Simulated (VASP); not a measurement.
**CdSe: single point with RPBE+D3(BJ)**

Crystal: CdSe.

```xyz
2
Lattice="0.0000 2.6869 2.6869 2.6869 0.0000 2.6869 2.6869 2.6869 0.0000" Properties=species:S:1:pos:R:3 pbc="T T T"
Cd    0.0000    0.0000    0.0000
Se    2.6869    2.6869    2.6869
```

```json
{
  "Program": "VASP 6.6.1",
  "Task": "single point",
  "Functional": "RPBE",
  "Dispersion": "D3(BJ)",
  "Potentials or basis": "VASP PAW PBE potentials, release 64 (Cd, Se)",
  "Cutoff": "520 eV",
  "k mesh": "8 × 8 × 8",
  "Occupations": "fermi-dirac, width 0.05 eV",
  "Spin": "no spin polarisation",
  "Dipole correction": "no",
  "Further INCAR settings": "ALGO = Normal; EDIFF = 1e-06; NBANDS = 16"
}
```

| Item | Value |
| --- | --- |
| Pressure | 0.8 GPa |
| Band gap on the k mesh | zero (band 9 reaches 4.38 eV, above the bottom of band 10 at 3.95 eV) |
| Dispersion energy per atom | -2.077 eV |

Levels at points of the mesh, in eV from the Fermi level:
| k point | band 6 | band 7 | band 8 | band 9 | band 10 | band 11 | band 12 | band 13 |
| --- | --- | --- | --- | --- | --- | --- | --- | --- |
| (0.00, 0.00, 0.00) | -8.57 | -1.09 | -1.09 | -1.09 | 1.01 | 8.66 | 8.66 | 8.66 |
| (0.50, 0.00, 0.00) | -8.33 | -6.06 | -0.11 | -0.11 | 2.82 | 5.10 | 5.10 | 7.53 |
| (0.50, 0.50, 0.00) | -7.35 | -5.60 | -3.00 | -3.00 | -0.54 | 5.07 | 11.19 | 11.80 |

Run time: 30 s on 1 thread of Intel(R) Xeon(R) Platinum 8259CL CPU @ 2.50GHz (Skylake/Cascade Lake), on a shared host, peak memory 0.17 GiB.

Caveat: the PAW data sets were made with another functional, which shifts forces and pressure a little; pairwise dispersion overbinds metals, which lowers pressure and volume.
